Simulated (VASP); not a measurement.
Set up this calculation in VASP 6.6.1, as the native input.

```yaml
Task: relaxation of cell and atoms
Functional: PBE
Potentials_or_basis: VASP PAW PBE potentials, release 64 (Al, N)
Cutoff: 600 eV
k_mesh: 6 × 6 × 4
Occupations: gaussian, width 0.1 eV
Spin: no spin polarisation
Dipole_correction: no
Further_INCAR_settings: ALGO = Normal; EDIFF = 1e-07; IBRION = 2; EDIFFG = -0.05; NSW = 80; ISIF = 3
```

The structure of AlN lies in POSCAR:

```
AlN
1.0
    3.2103606777      0.0000000000      0.0000000000
   -1.6051803389      2.7802539022      0.0000000000
    0.0000000000      0.0000000000      5.3232206527
Al N
2 2
Direct
    0.6666666667      0.3333333333      0.5003791138
    0.3333333333      0.6666666667      0.0003791138
    0.6666666667      0.3333333333      0.8746208862
    0.3333333333      0.6666666667      0.3746208862
```

The input as run:

INCAR

```
PREC = Accurate
ENCUT = 600
EDIFF = 1E-7
ISMEAR = 0
SIGMA = 0.1
LREAL = False
LASPH = True
NELM = 60
ALGO = Normal
ISIF = 3
LWAVE = False
LCHARG = False
GGA = PE
IBRION = 2
NSW = 80
EDIFFG = -0.05
```

KPOINTS

```
Automatic mesh
0
Gamma
  6 6 4
```

Potentials or basis: VASP PAW PBE potentials, release 64 (Al, N).

The run is started by

```console
$ cat potpaw_PBE.64/Al/POTCAR potpaw_PBE.64/N/POTCAR > POTCAR
$ mpirun -np 1 vasp_std > vasp.out
```

It gave:

```
Relaxed volume                         : 10.62 Å³/atom
Relaxed cell                           : a = 3.128 Å, b = 3.128 Å, c = 5.015 Å, α = 90.00°, β = 90.00°, γ = 120.00°
Space group after relaxing (to 0.05 Å) : P6_3mc (No. 186)
Energy gained by relaxing              : 80.8 meV/atom
Ionic steps                            : 8
Pressure after relaxing                : 0.0 GPa
Band gap on the k mesh                 : 4.06 eV, direct
```

Run time: 42 s on 1 thread of Intel(R) Xeon(R) 6975P-C (Granite Rapids), with other jobs on the host, peak memory 0.18 GiB.
